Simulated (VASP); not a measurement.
# NdScSb2 (P4/mmm) in VASP: a series of runs

NdScSb2 is run at these levels: PBE; tasks: single point, relaxation of cell and atoms.

Everything below comes from runs of VASP 6.6.1. Logs are shortened: lines on timing, memory, paths and dates and some standing lists are left out, and cuts for length are marked.

## (1) The cell of the first run

It takes space group P4/mmm (No. 123, tetragonal). Conventional cell: a = 4.012 Å, b = 4.012 Å, c = 6.519 Å, α = 90.00°, β = 90.00°, γ = 90.00°. Within 4.3 Å of Nd (site symmetry 4/mmm) lie 2 Sc at 3.26 Å and 8 Sb at 3.32 Å and 4 Nd at 4.01 Å. Sc (site symmetry 4/mmm) has 8 Sb at 3.23 Å and 2 Nd at 3.26 Å and 4 Sc at 4.01 Å within 4.2 Å. Sb (site symmetry 4mm) has 6 Sb at 3.07 to 4.01 Å and 4 Sc at 3.23 Å and 4 Nd at 3.32 Å within 4.1 Å.

The cell was generated, and may not be a known phase.

## (2) Single point, PBE

INCAR

```
ALGO     = Normal         # electronic algorithm
EDIFF    = 1E-6           # SCF threshold, eV
ENCUT    = 500            # plane-wave cutoff, eV
GGA      = PE             # functional
GGA_COMPAT= F            
ISIF     = 2              # what is computed and relaxed
ISMEAR   = 0              # smearing method
LASPH    = T              # aspherical terms in the spheres
LCHARG   = T              # write CHGCAR
LELF     = T              # ELF
LMAXMIX  = 6              # l up to which the mixer works
LREAL    = F              # projectors in reciprocal space
LVHAR    = T            
LWAVE    = F              # write WAVECAR
NBANDS   = 24             # bands
NELM     = 200            # most SCF steps
PREC     = Accurate       # precision mode
SIGMA    = 0.1            # smearing width, eV
```

KPOINTS

```
k-points
0
Gamma
  4 4 4
```

POSCAR

```
NdScSb2
1.0
    4.0115698914      0.0000000000      0.0000000000
    0.0000000000      4.0115698914      0.0000000000
    0.0000000000      0.0000000000      6.5188011857
Nd Sc Sb
1 1 2
Direct
    0.5000000000      0.5000000000      0.0000000000
    0.5000000000      0.5000000000      0.5000000000
    0.0000000000      0.0000000000      0.7355240248
    0.0000000000      0.0000000000      0.2644759752
```

Potentials or basis: VASP PAW PBE potentials, release 64 (Nd_3, Sc_sv, Sb), 4f in core.

The run is started by

```bash
> cat potpaw_PBE.64/Nd_3/POTCAR potpaw_PBE.64/Sc_sv/POTCAR potpaw_PBE.64/Sb/POTCAR > POTCAR
> mpirun -np 1 vasp_std > vasp.out
```

OUTCAR:

```text
EDIFF = 1E-6
   ENCUT = 500
   GGA = PE
   ISIF = 2
   ISMEAR = 0
   LASPH = T
   LREAL = F
   NELM = 200
   PREC = Accurate

 ion  position               nearest neighbor table
   1  0.500  0.500  0.000-   2 3.26   2 3.26   4 3.32   3 3.32   3 3.32   4 3.32   3 3.32   4 3.32
                             3 3.32   4 3.32
   2  0.500  0.500  0.500-   3 3.23   4 3.23   3 3.23   4 3.23   3 3.23   4 3.23   3 3.23   4 3.23
                             1 3.26   1 3.26
   3  0.000  0.000  0.736-   4 3.07   2 3.23   2 3.23   2 3.23   2 3.23   1 3.32   1 3.32   1 3.32
                             1 3.32   4 3.45
   4  0.000  0.000  0.264-   3 3.07   2 3.23   2 3.23   2 3.23   2 3.23   1 3.32   1 3.32   1 3.32
                             1 3.32   3 3.45

  LATTYP: Found a simple tetragonal cell.
 ALAT       =     4.0115698914
 C/A-ratio  =     1.6250000280

  Lattice vectors:

 A1 = (   4.0115698914,   0.0000000000,   0.0000000000)
 A2 = (   0.0000000000,   4.0115698914,   0.0000000000)
 A3 = (   0.0000000000,   0.0000000000,   6.5188011857)

Analysis of symmetry for initial positions (statically):
=====================================================================
 Subroutine PRICEL returns:
 Original cell was already a primitive cell.

 Routine SETGRP: Setting up the symmetry group for a
 simple tetragonal supercell.

 Subroutine GETGRP returns: Found 16 space group operations
 (whereof 16 operations were pure point group operations)
 out of a pool of 16 trial point group operations.

The static configuration has the point symmetry D_4h.

Analysis of symmetry for dynamics (positions and initial velocities):
=====================================================================
 Subroutine PRICEL returns:
 Original cell was already a primitive cell.

 Routine SETGRP: Setting up the symmetry group for a
 simple tetragonal supercell.

 Subroutine GETGRP returns: Found 16 space group operations
 (whereof 16 operations were pure point group operations)
 out of a pool of 16 trial point group operations.

The dynamic configuration has the point symmetry D_4h.

 Subroutine INISYM returns: Found 16 space group operations
 (whereof 16 operations are pure point group operations),
 and found     1 'primitive' translations

----------------------------------------------------------------------------------------

                                     Primitive cell
[... 87 lines left out ...]
   NELM   =    200;   NELMIN=  2; NELMDL= -5     # of ELM steps
   EDIFF  = 0.1E-05   stopping-criterion for ELM
   LREAL  =      F    real-space projection
   EDIFFG = 0.1E-04   stopping-criterion for IOM
   NSW    =      0    number of steps for IOM
   IBRION =     -1    ionic relax: 0-MD 1-quasi-New 2-CG
   NFREE  =      0    steps in history (QN), initial steepest desc. (CG)
   ISIF   =      2    stress and relaxation
   ISYM   =      2    0-nonsym 1-usesym 2-fastsym
   POTIM  = 0.5000    time-step for ionic-motion
   TEBEG  =    0.0;   TEEND  =   0.0 temperature during run
   PSTRESS=    0.0 pullay stress
   NELECT =      32.0000    total number of electrons
   NUPDOWN=      -1.0000    fix difference up-down
   EMIN   =  10.00;   EMAX   =-10.00  energy-range for DOS
   EFERMI =   0.00;   METHOD = LEGACY
   ISMEAR =     0;   SIGMA  =   0.10  broadening in eV -4-tet -1-fermi 0-gaus
   EFERMI_NEDOS =   21; number of points for ismear=-14 and -15
   IALGO  =     38    algorithm
   IMIX   =      4    mixing-type and parameters
     AMIX     =   0.40;   BMIX     =  1.00
     AMIX_MAG =   1.60;   BMIX_MAG =  1.00
  volume/ion in A,a.u.               =      26.23       176.98
  Fermi-wavevector in a.u.,A,eV,Ry     =   1.102028  2.082531 16.523812  1.214466
  Thomas-Fermi vector in A             =   2.238465
   LORBIT       =      0    0 simple, 1 ext, 2 COOP (PROOUT), +10 PAW based schemes
   GGA     = PE    functional components
   LHFCALC =     F    Hartree Fock is set to
   AEXX    =    0.0000 exact exchange contribution
   IVDW    =     0    specifies the selected vdW correction
   LEPSILON=     F    determine dielectric tensor
   LRPA    =     F    only Hartree local field effects (RPA)
 non-spin polarized calculation
 Gauss-broadening in eV      SIGMA  =   0.10
  energy-cutoff  :      500.00
  volume of cell :      104.91
 maximum number of plane-waves:      2704
 NGX is ok and might be reduce to    30
   NGX = 15   NGY = 15   NGZ = 23

 number of electron      32.0000003 magnetization

 Free energy of the ion-electron system (eV)
  ---------------------------------------------------
  ext. energy  EPLUGINS =         0.00000000
  ---------------------------------------------------
  free energy    TOTEN  =       -22.34160465 eV

  energy without entropy =      -22.32668013  energy(sigma->0) =      -22.33414239

 E-fermi :   6.6762     XC(G=0): -10.2679

 val. band max:        6.6438132613   @ k =   0.5000   0.0000   0.2500
 cond. band min:       6.7777831673   @ k =   0.0000   0.0000   0.2500
 fundamental gap:      0.1339699060
 Fermi energy:         6.6762345224

 k-point     1 :       0.0000    0.0000    0.0000
  band No.  band energies     occupation
      1     -43.4329      2.00000
      2     -31.2270      2.00000
      3     -22.1183      2.00000
      4     -22.1183      2.00000
      5     -21.9491      2.00000
      6     -12.4150      2.00000
[... 475 lines left out ...]
     23       9.0060      0.00000
     24       9.0936      0.00000

------------------------ aborting loop because EDIFF is reached ----------------------------------------

  FORCE on cell =-STRESS in cart. coord.  units (eV):
  Direction    XX          YY          ZZ          XY          YZ          ZX
  --------------------------------------------------------------------------------------
  -------------------------------------------------------------------------------------
  Total        0.1947178      0.1947178      0.2466129      0.0000000     -0.0000000     -0.0000000
  in kB        2.9738551      2.9738551      3.7664299      0.0000000     -0.0000000     -0.0000000
  external PRESSURE =       3.2380467 kB  Pullay stress =       0.0000000 kB

 VOLUME and BASIS-vectors are now :
 -----------------------------------------------------------------------------
  energy-cutoff  :      500.00
  volume of cell :      104.91
      direct lattice vectors                 reciprocal lattice vectors
     4.011569891  0.000000000  0.000000000     0.249278967  0.000000000  0.000000000
     0.000000000  4.011569891  0.000000000     0.000000000  0.249278967  0.000000000
     0.000000000  0.000000000  6.518801186     0.000000000  0.000000000  0.153402439

 POSITION                                       TOTAL-FORCE (eV/Angst)
 -----------------------------------------------------------------------------------
      2.00578      2.00578      0.00000        -0.000000     -0.000000      0.000000
      2.00578      2.00578      3.25940        -0.000000     -0.000000      0.000000
      0.00000      0.00000      4.79473         0.000000     -0.000000     -0.013790
      0.00000      0.00000      1.72407        -0.000000      0.000000      0.013790
 -----------------------------------------------------------------------------------
    total drift:                                0.000000      0.000000      0.000000

  FREE ENERGIE OF THE ION-ELECTRON SYSTEM (eV)
  ---------------------------------------------------
  free  energy   TOTEN  =       -22.3416046530 eV

  energy  without entropy=      -22.3266801276  energy(sigma->0) =      -22.33414239
```

OSZICAR:

```text
N       E                     dE             d eps       ncg     rms          rms(c)
DAV:   1     0.315117804725E+03    0.31512E+03   -0.13443E+04   872   0.118E+03
DAV:   2    -0.909710323626E-01   -0.31521E+03   -0.30564E+03   888   0.372E+02
DAV:   3    -0.230230699838E+02   -0.22932E+02   -0.21476E+02  1464   0.960E+01
DAV:   4    -0.244022116760E+02   -0.13791E+01   -0.13620E+01  1384   0.163E+01
DAV:   5    -0.245136534385E+02   -0.11144E+00   -0.11137E+00  1296   0.383E+00    0.913E+00
DAV:   6    -0.226381404508E+02    0.18755E+01   -0.70626E+00  1368   0.203E+01    0.499E+00
DAV:   7    -0.224791874226E+02    0.15895E+00   -0.24233E+00  1392   0.128E+01    0.351E+00
DAV:   8    -0.224341391295E+02    0.45048E-01   -0.83221E-01  1320   0.901E+00    0.208E+00
DAV:   9    -0.223411152403E+02    0.93024E-01   -0.21126E-01  1368   0.488E+00    0.217E-01
DAV:  10    -0.223417145591E+02   -0.59932E-03   -0.12351E-02  1176   0.563E-01    0.134E-01
DAV:  11    -0.223419106580E+02   -0.19610E-03   -0.33187E-03  1368   0.503E-01    0.122E-01
DAV:  12    -0.223416548587E+02    0.25580E-03   -0.98090E-04  1368   0.312E-01    0.363E-02
DAV:  13    -0.223416084093E+02    0.46449E-04   -0.14995E-04  1096   0.617E-02    0.144E-02
DAV:  14    -0.223416065773E+02    0.18320E-05   -0.14447E-05  1088   0.261E-02    0.875E-03
DAV:  15    -0.223416055265E+02    0.10507E-05   -0.73294E-07   760   0.947E-03    0.553E-03
DAV:  16    -0.223416046530E+02    0.87355E-06   -0.23335E-06  1032   0.113E-02
   1 F= -.22341605E+02 E0= -.22334142E+02  d E =-.149245E-01
```

Run time: 42 s. Hardware: 1 thread of Intel Xeon Platinum 8488C (Sapphire Rapids), shared host; peak memory 0.22 GiB.

Results:

```
Free energy            : -22.3416 eV
Pressure               : 0.3 GPa
Largest force          : 0.014 eV/Å
Band gap on the k mesh : zero (bands 16 and 17 overlap by 0.74 eV)
```

Forces on the atoms (eV/Å):
```
Nd   0.000  0.000  0.000
Sc   0.000  0.000  0.000
Sb   0.000  0.000 -0.014
Sb   0.000  0.000  0.014
```

Stress tensor (GPa, compression positive):
```
0.30 0.00 0.00
0.00 0.30 0.00
0.00 0.00 0.38
```

Caveat: the k points lie up to 0.39 Å⁻¹ apart, too coarse for converged energies and pressures of a metal; spin-orbit coupling is left out, which moves the levels of the heavy elements; the 4f electrons are frozen in the core, so they carry no moment and show no levels. Spin polarisation is off, so any magnetic state and its effect on volume and gap are missing.

## (3) Single point, PBE

This run uses another cell than the first one, of 30.14 Å³/atom.

INCAR

```
ALGO = Normal
EDIFF = 1E-6
ENCUT = 500
GGA = PE
GGA_COMPAT = F
ISIF = 2
ISMEAR = 0
LASPH = T
LCHARG = F
LMAXMIX = 6
LREAL = F
LWAVE = F
NBANDS = 24
NELM = 200
PREC = Accurate
SIGMA = 0.1
```

KPOINTS is that of step 2.

POSCAR

```
NdScSb2
1.0
    4.6596261500      0.0000000000      0.0000000000
    0.0000000000      4.6596261500      0.0000000000
    0.0000000000      0.0000000000      5.5519601700
Nd Sc Sb
1 1 2
Direct
    0.5000000000      0.5000000000      0.0000000000
    0.5000000000      0.5000000000      0.5000000000
    0.0000000000      0.0000000000      0.7349989000
    0.0000000000      0.0000000000      0.2650011000
```

Potentials or basis: VASP PAW PBE potentials, release 64 (Nd_3, Sc_sv, Sb), 4f in core.

The run is started by

```bash
> cat potpaw_PBE.64/Nd_3/POTCAR potpaw_PBE.64/Sc_sv/POTCAR potpaw_PBE.64/Sb/POTCAR > POTCAR
> mpirun -np 1 vasp_std > vasp.out
```

It took 39 s on 1 thread of Intel Xeon Platinum 8488C (Sapphire Rapids), shared host; peak memory 0.24 GiB.

It converged, with:

* Free energy: -19.4282 eV
* Pressure: 1.3 GPa
* Largest force: 1.428 eV/Å
* Band gap on the k mesh: zero (bands 16 and 17 overlap by 1.78 eV)

Forces in eV/Å, atoms in the order of the input:
```
Nd   0.000  0.000  0.000
Sc   0.000  0.000  0.000
Sb   0.000  0.000  1.428
Sb   0.000  0.000 -1.428
```

Stress tensor (GPa, compression positive):
```
-10.38   0.00   0.00
  0.00 -10.38   0.00
  0.00   0.00  24.63
```

Levels at points of the mesh, in eV from the Fermi level:
```csv
k point,band 12,band 13,band 14,band 15,band 16,band 17,band 18,band 19,band 20,band 21
"(0.00, 0.00, 0.00)",-2.66,-2.66,-1.69,-1.48,-1.48,-1.12,0.31,0.48,1.24,2.18
"(0.50, 0.00, 0.00)",-5.12,-3.29,-1.28,-0.86,-0.69,-0.23,0.44,1.01,1.01,1.28
"(0.50, 0.50, 0.00)",-4.15,-4.15,-2.61,-2.61,-1.78,0.57,1.28,1.33,2.53,2.53
"(0.00, 0.00, 0.50)",-2.27,-1.25,-1.25,-0.25,-0.18,-0.16,0.02,0.53,0.82,1.53
"(0.50, 0.00, 0.50)",-3.59,-2.19,-1.88,-0.69,0.12,0.75,0.78,1.19,1.21,1.32
"(0.50, 0.50, 0.50)",-3.89,-2.69,-2.69,0.25,0.67,1.04,1.22,1.45,1.46,1.57
```

Caveat: the stress differs along the axes, from -10 to 25 GPa; spin-orbit coupling is left out, which moves the levels of the heavy elements; the 4f electrons are frozen in the core, so they carry no moment and show no levels; forces of over 1 eV/Å act on the atoms, so gaps and moduli don't describe the material at rest.

## (4) Relaxation of cell and atoms, PBE

This run uses another cell than the first one, of 30.14 Å³/atom.

INCAR

```
SYSTEM = NdScSb2
  PREC = Accurate
  ENCUT = 500
  EDIFF = 1E-7
  ISMEAR = 0
  SIGMA = 0.1
  LREAL = .FALSE.
  LASPH = .TRUE.
  NELM = 200
  ALGO = Normal
  ISIF = 3
  LWAVE = .FALSE.
  LCHARG = .FALSE.
  GGA = PE
  IBRION = 2
  NSW = 90
  EDIFFG = -0.04
  GGA_COMPAT = .FALSE.
  NELMIN = 4
  LMAXMIX = 6
```

KPOINTS

```
regular mesh
0
G
  4 4 4
  0 0 0
```

POSCAR is that of step 3.

The run is started by

```bash
> cat potpaw_PBE.64/Nd_3/POTCAR potpaw_PBE.64/Sc_sv/POTCAR potpaw_PBE.64/Sb/POTCAR > POTCAR
> mpirun -np 1 vasp_std > vasp.out
```

Wall time 5 min (1 thread of Intel Xeon Platinum 8488C (Sapphire Rapids), shared host); peak memory 0.26 GiB.

The run converged. Its results:

```yaml
Free_energy: -22.3420 eV
Relaxed_volume: 26.31 Å³/atom
Relaxed_cell: a = 4.015 Å, b = 4.015 Å, c = 6.528 Å, α = 90.00°, β = 90.00°, γ = 90.00°
Space_group_after_relaxing_to_0.1_Å: P4/mmm (No. 123)
Energy_gained_by_relaxing: 728.4 meV/atom
Ionic_steps: 10
Pressure_after_relaxing: 0.1 GPa
Largest_force_after_relaxing: 0.011 eV/Å
Band_gap_on_the_k_mesh: zero (bands 16 and 17 overlap by 0.75 eV)
```

Forces on the atoms (eV/Å):
```
Nd   0.000  0.000  0.000
Sc   0.000  0.000  0.000
Sb   0.000  0.000  0.011
Sb   0.000  0.000 -0.011
```

Step by step:
```
step  energy change (eV)  largest force (eV/Å)  pressure (GPa)  volume (Å³)
   1              0.0000                1.4279            1.29       120.54
   2             -2.5161                0.3509           -6.59       120.99
   3             -2.5130                0.2884           -6.53       121.22
   4             -2.8042                0.7178            2.76       101.62
   5             -2.8590                0.5803           -0.55       106.55
   6             -2.8974                0.3547            0.10       105.46
   7             -2.9009                0.2463            0.41       105.02
   8             -2.9099                0.1034           -0.14       105.78
   9             -2.9113                0.0203           -0.45       106.24
  10             -2.9138                0.0105            0.11       105.23
```

Final structure:
```
Nd Sc Sb
1.0
     4.01508    0.00000    0.00000
     0.00000    4.01508    0.00000
     0.00000    0.00000    6.52770
Nd Sc Sb
1 1 2
Cartesian
  2.0075 2.0075 0.0000
  2.0075 2.0075 3.2639
  0.0000 0.0000 4.7982
  0.0000 0.0000 1.7295
```

Levels at points of the mesh, in eV from the Fermi level:
| k point | band 14 | band 15 | band 16 | band 17 | band 18 | band 19 |
| --- | --- | --- | --- | --- | --- | --- |
| (0.00, 0.00, 0.00) | -0.97 | -0.81 | -0.78 | -0.78 | 0.35 | 1.35 |
| (0.50, 0.00, 0.00) | -1.94 | -0.67 | -0.20 | 0.60 | 1.14 | 1.22 |
| (0.50, 0.50, 0.00) | -3.54 | -3.54 | -1.17 | 2.14 | 2.36 | 2.37 |
| (0.00, 0.00, 0.50) | -1.21 | -0.57 | -0.54 | -0.54 | -0.27 | 1.38 |
| (0.50, 0.00, 0.50) | -1.19 | -0.95 | -0.94 | 0.30 | 0.78 | 1.25 |
| (0.50, 0.50, 0.50) | -2.89 | -1.29 | -0.77 | 0.59 | 0.74 | 2.15 |

Caveat: a cell axis changed by over 15 % at a fixed basis, so the end point is rough; spin-orbit coupling is left out, which moves the levels of the heavy elements; the 4f electrons are frozen in the core, so they carry no moment and show no levels. Spin polarisation is off, so any magnetic state and its effect on volume and gap are missing.

## (5) Summary

```tsv
task	cell	gap on the mesh (eV)	pressure (GPa)	largest force (eV/Å)
single point	a = 4.012, b = 4.012, c = 6.519 Å, 4 atoms, atomic positions A	none	0.3	0.01
single point	a = 4.660, b = 4.660, c = 5.552 Å, 4 atoms, atomic positions B	none	1.3	1.43
relaxation of cell and atoms	relaxed from a = 4.660, b = 4.660, c = 5.552 Å, 4 atoms, atomic positions B	none	0.1	0.01
```

Alike in all rows: level PBE; potentials or basis VASP PAW PBE potentials, release 64 (Nd_3, Sc_sv, Sb), 4f in core; no spin polarisation; k mesh 4 × 4 × 4; cutoff (eV) 500; smearing gaussian 0.1 eV.

Caveats: some runs use coarse meshes; spin-orbit coupling is left out, which moves the levels of the heavy elements; the 4f electrons are frozen in the core, so they carry no moment and show no levels; the stress differs along the axes, from -10 to 25 GPa (at least some runs); forces of over 1 eV/Å act on the atoms, so gaps and moduli don't describe the material at rest (at least some runs); a cell axis changed by over 15 % at a fixed basis, so the end point is rough (at least some runs).

Absolute energies hang on the potentials; compare differences alone.

The gap in the log of VASP goes by the Fermi energy; the results here count the filled bands.